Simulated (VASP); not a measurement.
Here is a VASP 6.6.1 calculation.

INCAR

```
SYSTEM = Pb
  ALGO = Normal
  EDIFF = 1E-7
  ENCUT = 520
  GGA = RP
  ISIF = 2
  ISMEAR = -1
  LASPH = .TRUE.
  LCHARG = .FALSE.
  LREAL = .FALSE.
  LWAVE = .FALSE.
  NBANDS = 13
  NELM = 60
  PREC = Accurate
  SIGMA = 0.05
```

Contents of KPOINTS:

```
k-points
0
G
  9 9 9
  0 0 0
```

Contents of POSCAR:

```
Pb
1.0
    0.0000000000      2.4584086270      2.4584086270
    2.4584086270      0.0000000000      2.4584086270
    2.4584086270      2.4584086270      0.0000000000
Pb
1
Direct
    0.0000000000      0.0000000000      0.0000000000
```

Potentials or basis: VASP PAW PBE potentials, release 64 (Pb_d).

Command:

```bash
$ cat potpaw_PBE.64/Pb_d/POTCAR > POTCAR
$ mpirun -np 1 vasp_std > vasp.out
```

(1) Predict the pressure.

(2) Estimate the band gap on the k mesh.

## Answers

(1) 5.0 GPa.

(2) zero (band 7 reaches 15.24 eV, above the bottom of band 8 at 6.05 eV).

Caveat: the PAW data sets were made with another functional, which shifts forces and pressure a little; spin-orbit coupling is left out, which moves the levels of the heavy elements.
